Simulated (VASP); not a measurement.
Write the native input for VASP 6.6.1 that does the following.

```yaml
Task: single point
Functional: PBE
Dispersion: D3(BJ)
Potentials_or_basis: VASP PAW PBE potentials, release 64 (Cd, I)
Cutoff: 500 eV
k_mesh: 6 × 6 × 4
Occupations: gaussian, width 0.02 eV
Spin: no spin polarisation
Dipole_correction: no
Further_INCAR_settings: ALGO = Normal; EDIFF = 1e-06; NBANDS = 20
```

The structure of CdI2 lies in POSCAR:

```
CdI2
1.0
    4.1443462519      0.0000000000      0.0000000000
   -2.0721731260      3.5891091362      0.0000000000
    0.0000000000      0.0000000000      6.5110634776
Cd I
1 2
Direct
    0.0000000000      0.0000000000      0.0000000000
    0.3333333333      0.6666666667      0.2665740383
    0.6666666667      0.3333333333      0.7334259617
```

One way to write it, as run:

INCAR

```
SYSTEM = CdI2
ALGO = Normal ; EDIFF = 1E-6
ENCUT = 500 ; GGA = PE
GGA_COMPAT = .False. ; ISIF = 2
ISMEAR = 0 ; IVDW = 12
LASPH = .True. ; LCHARG = .False.
LREAL = .False. ; LWAVE = .False.
NBANDS = 20 ; NELM = 120
PREC = Accurate ; SIGMA = 0.02
```

KPOINTS

```
k-points
0
Gamma
  6 6 4
  0 0 0
```

Potentials or basis: VASP PAW PBE potentials, release 64 (Cd, I).

Launch:

```bash
$ cat potpaw_PBE.64/Cd/POTCAR potpaw_PBE.64/I/POTCAR > POTCAR
$ mpirun -np 1 vasp_std > vasp.out
```

Results of the run:

The pressure is 2.5 GPa and the largest force is 0.021 eV/Å. The band gap on the k mesh is 2.29 eV (least direct gap 2.60 eV) and the dispersion energy per atom is -0.369 eV.

Caveat: spin-orbit coupling is left out, which moves the levels of the heavy elements.

It took 33 s on 1 thread of Intel(R) Xeon(R) Platinum 8488C (Sapphire Rapids), on a shared host, peak memory 0.22 GiB.
